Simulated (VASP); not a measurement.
Here is a VASP 6.6.1 calculation.

Contents of INCAR:

```
ALGO     = Normal         # electronic algorithm
EDIFF    = 1E-6           # SCF threshold, eV
ENCUT    = 520            # plane-wave cutoff, eV
GGA      = PE             # functional
ISIF     = 2              # what is computed and relaxed
ISMEAR   = 0              # smearing method
LASPH    = True           # aspherical terms in the spheres
LCHARG   = False          # write CHGCAR
LREAL    = False          # projectors in reciprocal space
LWAVE    = False          # write WAVECAR
NBANDS   = 54             # bands
NELM     = 100            # most SCF steps
PREC     = Accurate       # precision mode
SIGMA    = 0.1            # smearing width, eV
```

KPOINTS

```
k-points
0
Gamma
  4 8 8
```

The input POSCAR:

```
Cu6HAu2
1.0
    7.5105868461      0.0000000000      0.0000000000
    0.0000000000      3.8128898529      0.0000000000
    0.0000000000      0.0000000000      3.9006745122
Cu Au H
6 2 1
Direct
    0.5000000000      0.5000000000      0.5000000000
    0.0000000000      0.5000000000      0.5000000000
    0.2581797987      0.0000000000      0.5000000000
    0.7418202013      0.0000000000      0.5000000000
    0.2539056796      0.5000000000      0.0000000000
    0.7460943204      0.5000000000      0.0000000000
    0.0000000000      0.0000000000      0.0000000000
    0.5000000000      0.0000000000      0.0000000000
    0.0000000000      0.0000000000      0.5000000000
```

Potentials or basis: VASP PAW PBE potentials, release 64 (Cu, Au, H).

Launch:

```sh
$ cat potpaw_PBE.64/Cu/POTCAR potpaw_PBE.64/Au/POTCAR potpaw_PBE.64/H/POTCAR > POTCAR
$ mpirun -np 1 vasp_std > vasp.out
```

(1) Estimate the pressure.

(2) Predict the largest force.

Results:

(1) 0.2 GPa.

(2) 0.005 eV/Å.
